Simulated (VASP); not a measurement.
# Ti (P6_3/mmc) in VASP: notebook

Ti is run at these levels: PBEsol; tasks: single point, relaxation of volume and atoms at fixed shape.

Everything below comes from runs of VASP 6.6.1. Logs are shortened: lines on timing, memory, paths and dates and some standing lists are left out, and cuts for length are marked.

## 1. The cell of the first run

The structure is hexagonal, space group P6_3/mmc (No. 194). Conventional cell: a = 2.898 Å, b = 2.898 Å, c = 4.597 Å, α = 90.00°, β = 90.00°, γ = 120.00°. Ti (site symmetry -6m2) has 12 Ti at 2.84 to 2.90 Å within 3.7 Å.

## 2. Single point, PBEsol

File INCAR:

```
SYSTEM = Ti
PREC     = Accurate       ! precision mode
ENCUT    = 500            ! plane-wave cutoff, eV
EDIFF    = 1E-6           ! SCF threshold, eV
ISMEAR   = 1              ! smearing method
SIGMA    = 0.05           ! smearing width, eV
LREAL    = .False.        ! projectors in reciprocal space
LASPH    = .True.         ! aspherical terms in the spheres
NELM     = 120            ! most SCF steps
ALGO     = Normal         ! electronic algorithm
ISIF     = 2              ! what is computed and relaxed
LWAVE    = .False.        ! write WAVECAR
LCHARG   = .False.        ! write CHGCAR
GGA      = PS             ! functional
NBANDS   = 19             ! bands
GGA_COMPAT= .False.
```

File KPOINTS:

```
regular mesh
0
Gamma
  10 10 5
  0 0 0
```

File POSCAR:

```
Ti
1.0
    2.8976206329      0.0000000000      0.0000000000
   -1.4488103164      2.5094130786      0.0000000000
    0.0000000000      0.0000000000      4.5969031883
Ti
2
Direct
    0.3333333333      0.6666666667      0.2500000000
    0.6666666667      0.3333333333      0.7500000000
```

Potentials or basis: VASP PAW PBE potentials, release 64 (Ti_sv).

Started as:

```sh
$ cat potpaw_PBE.64/Ti_sv/POTCAR > POTCAR
$ mpirun -np 1 vasp_std > vasp.out
```

OUTCAR:

```text
SYSTEM = Ti
   PREC = Accurate
   ENCUT = 500
   EDIFF = 1E-6
   ISMEAR = 1
   LREAL = .False.
   LASPH = .True.
   NELM = 120
   ISIF = 2
   GGA = PS

 ion  position               nearest neighbor table
   1  0.333  0.667  0.250-   2 2.84   2 2.84   2 2.84   2 2.84   2 2.84   2 2.84
   2  0.667  0.333  0.750-   1 2.84   1 2.84   1 2.84   1 2.84   1 2.84   1 2.84

  LATTYP: Found a hexagonal cell.
 ALAT       =     2.8976206329
 C/A-ratio  =     1.5864406597

  Lattice vectors:

 A1 = (   2.8976206329,   0.0000000000,   0.0000000000)
 A2 = (  -1.4488103164,   2.5094130786,   0.0000000000)
 A3 = (   0.0000000000,   0.0000000000,   4.5969031883)

Analysis of symmetry for initial positions (statically):
=====================================================================
 Subroutine PRICEL returns:
 Original cell was already a primitive cell.

 Routine SETGRP: Setting up the symmetry group for a
 hexagonal supercell.

 Subroutine GETGRP returns: Found 24 space group operations
 (whereof 12 operations were pure point group operations)
 out of a pool of 24 trial point group operations.

The static configuration has the point symmetry D_3d.
 The point group associated with its full space group is D_6h.

Analysis of symmetry for dynamics (positions and initial velocities):
=====================================================================
 Subroutine PRICEL returns:
 Original cell was already a primitive cell.

 Routine SETGRP: Setting up the symmetry group for a
 hexagonal supercell.

 Subroutine GETGRP returns: Found 24 space group operations
 (whereof 12 operations were pure point group operations)
 out of a pool of 24 trial point group operations.

The dynamic configuration has the point symmetry D_3d.
 The point group associated with its full space group is D_6h.

 Subroutine INISYM returns: Found 24 space group operations
 (whereof 12 operations are pure point group operations),
 and found     1 'primitive' translations

----------------------------------------------------------------------------------------

                                     Primitive cell

  volume of cell :      33.4256

  direct lattice vectors                    reciprocal lattice vectors
     2.897620633  0.000000000  0.000000000     0.345110740  0.199249778  0.000000000
    -1.448810316  2.509413079  0.000000000     0.000000000  0.398499557  0.000000000
     0.000000000  0.000000000  4.596903188     0.000000000  0.000000000  0.217537755

  length of vectors
     2.897620633  2.897620633  4.596903188     0.398499557  0.398499557  0.217537755

  position of ions in fractional coordinates (direct lattice)
     0.333333333  0.666666667  0.250000000
     0.666666667  0.333333333  0.750000000

  ion indices of the primitive-cell ions
   primitive index   ion index
                 1           1
                 2           2

----------------------------------------------------------------------------------------

 KPOINTS: regular mesh

Automatic generation of k-mesh.
 Grid dimensions read from file:
 generate k-points for:   10   10    5

 Generating k-lattice:

  Cartesian coordinates                     Fractional coordinates (reciprocal lattice)
     0.034511074  0.019924978  0.000000000     0.100000000  0.000000000  0.000000000
     0.000000000  0.039849956  0.000000000     0.000000000  0.100000000  0.000000000
     0.000000000  0.000000000  0.043507551     0.000000000  0.000000000  0.200000000

  Length of vectors
     0.039849956  0.039849956  0.043507551

  Shift w.r.t. Gamma in fractional coordinates (k-lattice)
     0.000000000  0.000000000  0.000000000

 Subroutine IBZKPT returns following result:
 ===========================================

 Found     42 irreducible k-points:

 Following reciprocal coordinates:
            Coordinates               Weight
  0.000000  0.000000  0.000000      1.000000
  0.100000  0.000000  0.000000      6.000000
  0.200000  0.000000  0.000000      6.000000
  0.300000 -0.000000  0.000000      6.000000
  0.400000  0.000000  0.000000      6.000000
  0.500000  0.000000  0.000000      3.000000
[... 16 lines left out ...]
  0.300000  0.100000  0.200000     24.000000
  0.400000  0.100000  0.200000     24.000000
 [... further k-points ...]
   k-points           NKPTS =     42   k-points in BZ     NKDIM =     42   number of bands    NBANDS=     19
   number of dos      NEDOS =    301   number of ions     NIONS =      2
   total plane-waves  NPLWV =  20736
   dimension x,y,z NGX =    24 NGY =   24 NGZ =   36
   dimension x,y,z NGXF=    48 NGYF=   48 NGZF=   72
   ions per type =               2
   NGX,Y,Z   is equivalent  to a cutoff of  13.77, 13.77, 13.02 a.u.
   NGXF,Y,Z  is equivalent  to a cutoff of  27.54, 27.54, 26.04 a.u.
 SYSTEM =  Ti
   PREC   = accura    normal or accurate (medium, high low for compatibility)
   ISTART =      0    job   : 0-new  1-cont  2-samecut
   ICHARG =      2    charge: 1-file 2-atom 10-const
   ISPIN  =      1    spin polarized calculation?
   LNONCOLLINEAR =      F non collinear calculations
   LSORBIT =      F    spin-orbit coupling
   LASPH  =      T    aspherical Exc in radial PAW
   ENCUT  =  500.0 eV  36.75 Ry    6.06 a.u.   5.28  5.28  8.38*2*pi/ulx,y,z
   NELM   =    120;   NELMIN=  2; NELMDL= -5     # of ELM steps
   EDIFF  = 0.1E-05   stopping-criterion for ELM
   LREAL  =      F    real-space projection
   EDIFFG = 0.1E-04   stopping-criterion for IOM
   NSW    =      0    number of steps for IOM
   IBRION =     -1    ionic relax: 0-MD 1-quasi-New 2-CG
   NFREE  =      0    steps in history (QN), initial steepest desc. (CG)
   ISIF   =      2    stress and relaxation
   ISYM   =      2    0-nonsym 1-usesym 2-fastsym
   POTIM  = 0.5000    time-step for ionic-motion
   TEBEG  =    0.0;   TEEND  =   0.0 temperature during run
   PSTRESS=    0.0 pullay stress
   NELECT =      24.0000    total number of electrons
   NUPDOWN=      -1.0000    fix difference up-down
   EMIN   =  10.00;   EMAX   =-10.00  energy-range for DOS
   EFERMI =   0.00;   METHOD = LEGACY
   ISMEAR =     1;   SIGMA  =   0.05  broadening in eV -4-tet -1-fermi 0-gaus
   EFERMI_NEDOS =   21; number of points for ismear=-14 and -15
   IALGO  =     38    algorithm
   IMIX   =      4    mixing-type and parameters
     AMIX     =   0.40;   BMIX     =  1.00
     AMIX_MAG =   1.60;   BMIX_MAG =  1.00
  volume/ion in A,a.u.               =      16.71       112.78
  Fermi-wavevector in a.u.,A,eV,Ry     =   1.465949  2.770242 29.239013  2.149007
  Thomas-Fermi vector in A             =   2.581745
   LORBIT       =      0    0 simple, 1 ext, 2 COOP (PROOUT), +10 PAW based schemes
   GGA     = PS    functional components
   LHFCALC =     F    Hartree Fock is set to
   AEXX    =    0.0000 exact exchange contribution
   IVDW    =     0    specifies the selected vdW correction
   LEPSILON=     F    determine dielectric tensor
   LRPA    =     F    only Hartree local field effects (RPA)
 non-spin polarized calculation
 Methfessel and Paxton  Order N= 1 SIGMA  =   0.05
  energy-cutoff  :      500.00
  volume of cell :       33.43
 maximum number of plane-waves:       860
 NGX is ok and might be reduce to    24
   NGX = 11   NGY = 11   NGZ = 17

 number of electron      23.9999999 magnetization

 Free energy of the ion-electron system (eV)
  ---------------------------------------------------
  ext. energy  EPLUGINS =         0.00000000
  ---------------------------------------------------
  free energy    TOTEN  =       -16.67968257 eV

  energy without entropy =      -16.67938170  energy(sigma->0) =      -16.67958228

 E-fermi :   8.5771     XC(G=0): -11.8208

 val. band max:        8.5655732196   @ k =   0.1000   0.1000   0.4000
 cond. band min:       8.5909020100   @ k =   0.1000   0.1000   0.2000
 fundamental gap:      0.0253287904
 Fermi energy:         8.5770969607

 k-point     1 :       0.0000    0.0000    0.0000
  band No.  band energies     occupation
      1     -47.9465      2.00000
      2     -47.7845      2.00000
      3     -24.6858      2.00000
      4     -23.9497      2.00000
      5     -23.9497      2.00000
      6     -23.8750      2.00000
[... 11 lines left out ...]
     18      10.3124      0.00000
     19      11.9278      0.00000

 k-point     2 :       0.1000    0.0000    0.0000
  band No.  band energies     occupation
      1     -47.9349      2.00000
      2     -47.7799      2.00000
      3     -24.6608      2.00000
      4     -24.0013      2.00000
      5     -23.9668      2.00000
      6     -23.8894      2.00000
[... 11 lines left out ...]
     18      10.1528      0.00000
     19      12.0120      0.00000

 k-point     3 :       0.2000    0.0000    0.0000
  band No.  band energies     occupation
      1     -47.9035      2.00000
      2     -47.7686      2.00000
      3     -24.5908      2.00000
      4     -24.1373      2.00000
      5     -24.0251      2.00000
      6     -24.0095      2.00000
[... 11 lines left out ...]
     18      10.6411      0.00000
     19      12.1676      0.00000

 k-point     4 :       0.3000   -0.0000    0.0000
  band No.  band energies     occupation
      1     -47.8619      2.00000
      2     -47.7573      2.00000
      3     -24.4907      2.00000
      4     -24.3072      2.00000
      5     -24.1851      2.00000
      6     -24.0597      2.00000
[... 11 lines left out ...]
     18      11.3536      0.00000
     19      12.2890      0.00000

 k-point     5 :       0.4000    0.0000    0.0000
  band No.  band energies     occupation
      1     -47.8235      2.00000
      2     -47.7526      2.00000
      3     -24.4453      2.00000
      4     -24.3871      2.00000
      5     -24.3095      2.00000
      6     -24.0990      2.00000
[... 11 lines left out ...]
     18      12.1443      0.00000
     19      12.3543      0.00000
[... 334 lines left out ...]
      2     -47.7856      2.00000
      3     -24.5585      2.00000
      4     -24.0691      2.00000
      5     -24.0612      2.00000
      6     -23.9860      2.00000
[... 11 lines left out ...]
     18      10.7307      0.00000
     19      12.0444      0.00000

 k-point    22 :       0.2000    0.1000    0.2000
  band No.  band energies     occupation
      1     -47.8658      2.00000
      2     -47.7719      2.00000
      3     -24.5075      2.00000
      4     -24.2160      2.00000
      5     -24.1631      2.00000
      6     -24.0401      2.00000
[... 11 lines left out ...]
     18      11.2079      0.00000
     19      12.1214      0.00000

 k-point    23 :       0.3000    0.1000    0.2000
  band No.  band energies     occupation
      1     -47.8283      2.00000
      2     -47.7612      2.00000
      3     -24.4897      2.00000
      4     -24.3445      2.00000
      5     -24.2377      2.00000
      6     -24.0921      2.00000
[... 11 lines left out ...]
     18      11.7928      0.00000
     19      12.3777      0.00000

 k-point    24 :       0.4000    0.1000    0.2000
  band No.  band energies     occupation
      1     -47.8012      2.00000
      2     -47.7583      2.00000
      3     -24.5293      2.00000
      4     -24.4057      2.00000
      5     -24.2420      2.00000
      6     -24.1124      2.00000
[... 11 lines left out ...]
     18      12.2574      0.00000
     19      12.9513      0.00000

 [... further k-points ...]
[... 5 lines left out ...]
  --------------------------------------------------------------------------------------
  -------------------------------------------------------------------------------------
  Total       -0.0347733     -0.0347733     -0.1033761     -0.0000000      0.0000000      0.0000000
  in kB       -1.6667766     -1.6667766     -4.9550907     -0.0000000      0.0000000      0.0000000
  external PRESSURE =      -2.7628813 kB  Pullay stress =       0.0000000 kB

 VOLUME and BASIS-vectors are now :
 -----------------------------------------------------------------------------
  energy-cutoff  :      500.00
  volume of cell :       33.43
      direct lattice vectors                 reciprocal lattice vectors
     2.897620633  0.000000000  0.000000000     0.345110740  0.199249778  0.000000000
    -1.448810316  2.509413079  0.000000000     0.000000000  0.398499557  0.000000000
     0.000000000  0.000000000  4.596903188     0.000000000  0.000000000  0.217537755

 POSITION                                       TOTAL-FORCE (eV/Angst)
 -----------------------------------------------------------------------------------
     -0.00000      1.67294      1.14923        -0.000000      0.000000      0.000000
      1.44881      0.83647      3.44768         0.000000      0.000000      0.000000
 -----------------------------------------------------------------------------------
    total drift:                               -0.000000      0.000000     -0.000000

  FREE ENERGIE OF THE ION-ELECTRON SYSTEM (eV)
  ---------------------------------------------------
  free  energy   TOTEN  =       -16.6796825704 eV

  energy  without entropy=      -16.6793817045  energy(sigma->0) =      -16.67958228
```

Run time: 38 s. Hardware: 1 thread of Intel Xeon 8259CL, shared host; peak memory 0.16 GiB.

What came out:

- Free energy: -16.6797 eV
- Pressure: -0.3 GPa
- Band gap on the k mesh: zero (band 12 reaches 9.41 eV, above the bottom of band 13 at 8.31 eV)

Caveat: the PAW data sets were made with another functional, which shifts forces and pressure a little.

## 3. Relaxation of volume and atoms at fixed shape, PBEsol

This run uses another cell than the first one, of 17.64 Å³/atom, 1.055 times its volume.

File INCAR:

```
PREC = Accurate
ENCUT = 500
EDIFF = 1E-7
ISMEAR = 1
SIGMA = 0.05
LREAL = F
LASPH = T
NELM = 120
ALGO = Normal
ISIF = 8
LWAVE = F
LCHARG = F
GGA = PS
IBRION = 2
NSW = 50
EDIFFG = -0.01
GGA_COMPAT = F
NELMIN = 4
```

File KPOINTS:

```
regular mesh
0
Gamma
  10 10 5
```

File POSCAR:

```
Ti
1.0
    2.9500000000      0.0000000000      0.0000000000
   -1.4750000000      2.5547750000      0.0000000000
    0.0000000000      0.0000000000      4.6800000000
Ti
2
Direct
    0.3333333333      0.6666666667      0.2500000000
    0.6666666667      0.3333333333      0.7500000000
```

Potentials or basis: VASP PAW PBE potentials, release 64 (Ti_sv).

Started as:

```sh
$ cat potpaw_PBE.64/Ti_sv/POTCAR > POTCAR
$ mpirun -np 1 vasp_std > vasp.out
```

It took 1.8 min on 1 thread of Intel Xeon 8259CL, shared host; peak memory 0.17 GiB.

It converged, with:

```yaml
Free_energy: -16.6808 eV
Relaxed_volume: 16.68 Å³/atom
Relaxed_cell: a = 2.896 Å, b = 2.896 Å, c = 4.594 Å, α = 90.00°, β = 90.00°, γ = 120.00°
Space_group_after_relaxing_to_0.05_Å: P6_3/mmc (No. 194)
Energy_gained_by_relaxing: 19.0 meV/atom
Ionic_steps: 3
Pressure_after_relaxing: 0.0 GPa
Band_gap_on_the_k_mesh: zero (band 12 reaches 9.44 eV, above the bottom of band 13 at 8.34 eV)
```

Stress tensor (GPa, compression positive):
```
 0.08  0.00  0.00
 0.00  0.08  0.00
 0.00  0.00 -0.24
```

The path:
```tsv
step	energy change (eV)	largest force (eV/Å)	pressure (GPa)	volume (Å³)
1	0.0000	0.0000	-6.07	35.27
2	-0.0159	0.0000	5.26	31.97
3	-0.0380	0.0000	-0.03	33.35
```

Final structure:
```
Ti
1.0
     2.89551    0.00000    0.00000
    -1.44775    2.50758    0.00000
     0.00000    0.00000    4.59355
Ti
2
Direct
  0.33333 0.66667 0.25000
  0.66667 0.33333 0.75000
```

Levels at points of the mesh, in eV from the Fermi level:
```tsv
k point	band 9	band 10	band 11	band 12	band 13	band 14	band 15	band 16
(0.00, 0.00, 0.00)	-6.26	-2.76	0.84	0.84	0.92	0.95	1.37	1.37
(0.50, 0.00, 0.00)	-2.36	-2.24	-1.92	-0.53	0.53	0.69	1.27	3.58
```

Caveat: the PAW data sets were made with another functional, which shifts forces and pressure a little.
